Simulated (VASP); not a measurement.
# Si2W (nc.b) (I4/mmm) in VASP: single point with PBE

Aim: the single point of Si2W (nc.b) with PBE.

Everything below comes from runs of VASP 6.6.1. Logs are shortened: lines on timing, memory, paths and dates and some standing lists are left out, and cuts for length are marked.

## Step 1: The cell of the first run

The structure is tetragonal, space group I4/mmm (No. 139). The conventional cell has a = 3.229 Å, b = 3.229 Å, c = 7.874 Å, α = 90.00°, β = 90.00°, γ = 90.00°. Si (site symmetry 4mm) has 9 Si at 2.61 to 3.23 Å and 5 W at 2.63 Å within 3.4 Å. Within 3.5 Å of W (site symmetry 4/mmm) lie 10 Si at 2.63 Å and 4 W at 3.23 Å.

## Step 2: Single point, PBE

INCAR

```
PREC = Accurate ; ENCUT = 500
EDIFF = 1E-6 ; ISMEAR = -1
SIGMA = 0.15 ; LREAL = F
LASPH = T ; NELM = 120
ALGO = Normal ; ISIF = 2
LWAVE = F ; LCHARG = F
GGA = PE ; NBANDS = 18
GGA_COMPAT = F
```

KPOINTS

```
Automatic mesh
0
Gamma
  18 18 18
```

POSCAR

```
Si2W
1.0
   -1.6145242002      1.6145242002      3.9370568488
    1.6145242002     -1.6145242002      3.9370568488
    1.6145242002      1.6145242002     -3.9370568488
Si W
2 1
Direct
    0.3344299540      0.3344299540      0.0000000000
    0.6655700460      0.6655700460      0.0000000000
    0.0000000000      0.0000000000      0.0000000000
```

Potentials or basis: VASP PAW PBE potentials, release 64 (Si, W_sv).

On the command line:

```console
> cat potpaw_PBE.64/Si/POTCAR potpaw_PBE.64/W_sv/POTCAR > POTCAR
> mpirun -np 1 vasp_std > vasp.out
```

OUTCAR:

```text
PREC = Accurate
   ENCUT = 500
   EDIFF = 1E-6
   ISMEAR = -1
   LREAL = F
   LASPH = T
   NELM = 120
   ISIF = 2
   GGA = PE

 ion  position               nearest neighbor table
   1  0.334  0.334  0.000-   2 2.61   3 2.63   3 2.63   3 2.63   3 2.63   3 2.63   2 2.64   2 2.64
                             2 2.64   2 2.64
   2  0.666  0.666  0.000-   1 2.61   3 2.63   3 2.63   3 2.63   3 2.63   3 2.63   1 2.64   1 2.64
                             1 2.64   1 2.64
   3  0.000  0.000  0.000-   2 2.63   2 2.63   2 2.63   1 2.63   2 2.63   1 2.63   1 2.63   1 2.63
                             1 2.63   2 2.63

  LATTYP: Found a body centered tetragonal cell.
 ALAT       =     3.2290484004
 C/A-ratio  =     2.4385245191

  Lattice vectors:

 A1 = (  -1.6145242002,   1.6145242002,   3.9370568488)
 A2 = (   1.6145242002,  -1.6145242002,   3.9370568488)
 A3 = (   1.6145242002,   1.6145242002,  -3.9370568488)

Analysis of symmetry for initial positions (statically):
=====================================================================
 Subroutine PRICEL returns:
 Original cell was already a primitive cell.

 Routine SETGRP: Setting up the symmetry group for a
 body centered tetragonal supercell.

 Subroutine GETGRP returns: Found 16 space group operations
 (whereof 16 operations were pure point group operations)
 out of a pool of 16 trial point group operations.

The static configuration has the point symmetry D_4h.

Analysis of symmetry for dynamics (positions and initial velocities):
=====================================================================
 Subroutine PRICEL returns:
 Original cell was already a primitive cell.

 Routine SETGRP: Setting up the symmetry group for a
 body centered tetragonal supercell.

 Subroutine GETGRP returns: Found 16 space group operations
 (whereof 16 operations were pure point group operations)
 out of a pool of 16 trial point group operations.

The dynamic configuration has the point symmetry D_4h.

 Subroutine INISYM returns: Found 16 space group operations
 (whereof 16 operations are pure point group operations),
 and found     1 'primitive' translations

----------------------------------------------------------------------------------------

                                     Primitive cell

  volume of cell :      41.0507

  direct lattice vectors                    reciprocal lattice vectors
    -1.614524200  1.614524200  3.937056849     0.000000000  0.309688762  0.126998420
     1.614524200 -1.614524200  3.937056849     0.309688762  0.000000000  0.126998420
     1.614524200  1.614524200 -3.937056849     0.309688762  0.309688762  0.000000000

  length of vectors
     4.551240866  4.551240866  4.551240866     0.334717385  0.334717385  0.437966047

  position of ions in fractional coordinates (direct lattice)
     0.334429954  0.334429954  0.000000000
     0.665570046  0.665570046  0.000000000
     0.000000000  0.000000000  0.000000000

  ion indices of the primitive-cell ions
   primitive index   ion index
                 1           1
                 2           2
                 3           3

----------------------------------------------------------------------------------------

 KPOINTS: Automatic mesh

Automatic generation of k-mesh.
 Grid dimensions read from file:
 generate k-points for:   18   18   18

 Generating k-lattice:

  Cartesian coordinates                     Fractional coordinates (reciprocal lattice)
     0.000000000  0.017204931  0.007055468     0.055555556 -0.000000000  0.000000000
     0.017204931  0.000000000  0.007055468    -0.000000000  0.055555556  0.000000000
     0.017204931  0.017204931  0.000000000     0.000000000  0.000000000  0.055555556

  Length of vectors
     0.018595410  0.018595410  0.024331447

  Shift w.r.t. Gamma in fractional coordinates (k-lattice)
     0.000000000  0.000000000  0.000000000

 Subroutine IBZKPT returns following result:
 ===========================================

 Found    480 irreducible k-points:

 Following reciprocal coordinates:
            Coordinates               Weight
  0.000000  0.000000  0.000000      1.000000
  0.055556  0.000000 -0.000000      8.000000
  0.111111  0.000000 -0.000000      8.000000
  0.166667  0.000000 -0.000000      8.000000
  0.222222  0.000000 -0.000000      8.000000
  0.277778  0.000000 -0.000000      8.000000
[... 16 lines left out ...]
 -0.277778  0.055556  0.000000     16.000000
 -0.222222  0.055556  0.000000     16.000000
 [... further k-points ...]
   k-points           NKPTS =    480   k-points in BZ     NKDIM =    480   number of bands    NBANDS=     18
   number of dos      NEDOS =    301   number of ions     NIONS =      3
   total plane-waves  NPLWV =  46656
   dimension x,y,z NGX =    36 NGY =   36 NGZ =   36
   dimension x,y,z NGXF=    72 NGYF=   72 NGZF=   72
   ions per type =               2   1
   NGX,Y,Z   is equivalent  to a cutoff of  13.15, 13.15, 13.15 a.u.
   NGXF,Y,Z  is equivalent  to a cutoff of  26.30, 26.30, 26.30 a.u.
 SYSTEM =  unknown system
   PREC   = accura    normal or accurate (medium, high low for compatibility)
   ISTART =      0    job   : 0-new  1-cont  2-samecut
   ICHARG =      2    charge: 1-file 2-atom 10-const
   ISPIN  =      1    spin polarized calculation?
   LNONCOLLINEAR =      F non collinear calculations
   LSORBIT =      F    spin-orbit coupling
   LASPH  =      T    aspherical Exc in radial PAW
   ENCUT  =  500.0 eV  36.75 Ry    6.06 a.u.   8.30  8.30  8.30*2*pi/ulx,y,z
   NELM   =    120;   NELMIN=  2; NELMDL= -5     # of ELM steps
   EDIFF  = 0.1E-05   stopping-criterion for ELM
   LREAL  =      F    real-space projection
   EDIFFG = 0.1E-04   stopping-criterion for IOM
   NSW    =      0    number of steps for IOM
   IBRION =     -1    ionic relax: 0-MD 1-quasi-New 2-CG
   NFREE  =      0    steps in history (QN), initial steepest desc. (CG)
   ISIF   =      2    stress and relaxation
   ISYM   =      2    0-nonsym 1-usesym 2-fastsym
   POTIM  = 0.5000    time-step for ionic-motion
   TEBEG  =    0.0;   TEEND  =   0.0 temperature during run
   PSTRESS=    0.0 pullay stress
   NELECT =      22.0000    total number of electrons
   NUPDOWN=      -1.0000    fix difference up-down
   EMIN   =  10.00;   EMAX   =-10.00  energy-range for DOS
   EFERMI =   0.00;   METHOD = LEGACY
   ISMEAR =    -1;   SIGMA  =   0.15  broadening in eV -4-tet -1-fermi 0-gaus
   EFERMI_NEDOS =   21; number of points for ismear=-14 and -15
   IALGO  =     38    algorithm
   IMIX   =      4    mixing-type and parameters
     AMIX     =   0.40;   BMIX     =  1.00
     AMIX_MAG =   1.60;   BMIX_MAG =  1.00
  volume/ion in A,a.u.               =      13.68        92.34
  Fermi-wavevector in a.u.,A,eV,Ry     =   1.329767  2.512895 24.058904  1.768280
  Thomas-Fermi vector in A             =   2.458904
   LORBIT       =      0    0 simple, 1 ext, 2 COOP (PROOUT), +10 PAW based schemes
   GGA     = PE    functional components
   LHFCALC =     F    Hartree Fock is set to
   AEXX    =    0.0000 exact exchange contribution
   IVDW    =     0    specifies the selected vdW correction
   LEPSILON=     F    determine dielectric tensor
   LRPA    =     F    only Hartree local field effects (RPA)
 non-spin polarized calculation
  energy-cutoff  :      500.00
  volume of cell :       41.05
 maximum number of plane-waves:      1062
 NGX is ok and might be reduce to    36
   NGX = 17   NGY = 17   NGZ = 17

 number of electron      22.0000000 magnetization

 Free energy of the ion-electron system (eV)
  ---------------------------------------------------
  ext. energy  EPLUGINS =         0.00000000
  ---------------------------------------------------
  free energy    TOTEN  =       -24.82743232 eV

  energy without entropy =      -24.79584612  energy(sigma->0) =      -24.81163922

 E-fermi :  11.7520     XC(G=0): -12.4571

 val. band max:       11.7235407120   @ k =  -0.3889   0.5000   0.3333
 cond. band min:      11.7820073285   @ k =  -0.3889  -0.4444   0.3889
 fundamental gap:      0.0584666165
 Fermi energy:        11.7520259585

 k-point     1 :       0.0000    0.0000    0.0000
  band No.  band energies     occupation
      1     -62.1486      2.00000
      2     -26.3971      2.00000
      3     -26.3791      2.00000
      4     -26.3791      2.00000
      5      -2.2084      2.00000
      6       4.9929      2.00000
[... 10 lines left out ...]
     17      17.3261      0.00000
     18      17.3261      0.00000

 k-point     2 :       0.0556    0.0000   -0.0000
  band No.  band energies     occupation
      1     -62.1484      2.00000
      2     -26.3967      2.00000
      3     -26.3854      2.00000
      4     -26.3786      2.00000
      5      -2.1502      2.00000
      6       4.9961      2.00000
[... 10 lines left out ...]
     17      17.3308      0.00000
     18      17.5541      0.00000

 k-point     3 :       0.1111    0.0000   -0.0000
  band No.  band energies     occupation
      1     -62.1478      2.00000
      2     -26.4034      2.00000
      3     -26.3953      2.00000
      4     -26.3769      2.00000
      5      -1.9767      2.00000
      6       4.9958      2.00000
[... 10 lines left out ...]
     17      17.3891      0.00000
     18      18.1126      0.00000

 k-point     4 :       0.1667    0.0000   -0.0000
  band No.  band energies     occupation
      1     -62.1469      2.00000
      2     -26.4309      2.00000
      3     -26.3932      2.00000
      4     -26.3744      2.00000
      5      -1.6917      2.00000
      6       4.9581      2.00000
[... 375 lines left out ...]
      4     -26.3710      2.00000
      5      -0.2790      2.00000
      6       4.1087      2.00000
[... 10 lines left out ...]
     17      18.9452      0.00000
     18      19.8856      0.00000

 k-point    23 :      -0.2778    0.0556    0.0000
  band No.  band energies     occupation
      1     -62.1443      2.00000
      2     -26.4991      2.00000
      3     -26.3868      2.00000
      4     -26.3741      2.00000
      5      -0.8400      2.00000
      6       4.6934      2.00000
[... 10 lines left out ...]
     17      18.6366      0.00000
     18      19.7445      0.00000

 k-point    24 :      -0.2222    0.0556    0.0000
  band No.  band energies     occupation
      1     -62.1455      2.00000
      2     -26.4637      2.00000
      3     -26.3895      2.00000
      4     -26.3774      2.00000
      5      -1.3123      2.00000
      6       5.0855      2.00000
[... 10 lines left out ...]
     17      17.9470      0.00000
     18      19.8731      0.00000

 [... further k-points ...]
[... 5 lines left out ...]
  --------------------------------------------------------------------------------------
  -------------------------------------------------------------------------------------
  Total        0.0035156      0.0035156     -0.0138759      0.0000000      0.0000000     -0.0000000
  in kB        0.1372122      0.1372122     -0.5415660      0.0000000      0.0000000     -0.0000000
  external PRESSURE =      -0.0890472 kB  Pullay stress =       0.0000000 kB

 VOLUME and BASIS-vectors are now :
 -----------------------------------------------------------------------------
  energy-cutoff  :      500.00
  volume of cell :       41.05
      direct lattice vectors                 reciprocal lattice vectors
    -1.614524200  1.614524200  3.937056849     0.000000000  0.309688762  0.126998420
     1.614524200 -1.614524200  3.937056849     0.309688762  0.000000000  0.126998420
     1.614524200  1.614524200 -3.937056849     0.309688762  0.309688762  0.000000000

 POSITION                                       TOTAL-FORCE (eV/Angst)
 -----------------------------------------------------------------------------------
      0.00000      0.00000      2.63334         0.000000      0.000000     -0.001338
      0.00000      0.00000      5.24077        -0.000000     -0.000000      0.001338
      0.00000      0.00000      0.00000         0.000000      0.000000      0.000000
 -----------------------------------------------------------------------------------
    total drift:                                0.000000     -0.000000      0.000000

  FREE ENERGIE OF THE ION-ELECTRON SYSTEM (eV)
  ---------------------------------------------------
  free  energy   TOTEN  =       -24.8274323196 eV

  energy  without entropy=      -24.7958461163  energy(sigma->0) =      -24.81163922
```

Run time: 14 min. Hardware: 1 thread of AMD EPYC 7R13, shared host; peak memory 0.42 GiB.

What came out:

* Free energy: -24.8274 eV
* Pressure: 0.0 GPa
* Band gap on the k mesh: zero (band 11 reaches 12.48 eV, above the bottom of band 12 at 11.22 eV)

Levels at points of the mesh, in eV from the Fermi level:
| k point | band 7 | band 8 | band 9 | band 10 | band 11 | band 12 | band 13 | band 14 | band 15 | band 16 |
| --- | --- | --- | --- | --- | --- | --- | --- | --- | --- | --- |
| (0.00, 0.00, 0.00) | -3.78 | -3.25 | -2.81 | -2.81 | 0.60 | 2.64 | 2.97 | 3.04 | 3.04 | 4.53 |
| (0.50, 0.00, 0.00) | -5.68 | -4.82 | -2.75 | -2.72 | -0.43 | 2.64 | 2.75 | 3.89 | 4.28 | 5.07 |
| (0.50, 0.50, 0.00) | -5.95 | -5.51 | -4.97 | -3.20 | -1.75 | 2.71 | 2.90 | 3.05 | 3.83 | 4.30 |
| (0.50, 0.50, 0.50) | -3.76 | -2.55 | -0.85 | -0.85 | -0.50 | -0.50 | 0.77 | 4.41 | 4.71 | 6.12 |

Caveat: spin-orbit coupling is left out, which moves the levels of the heavy elements.
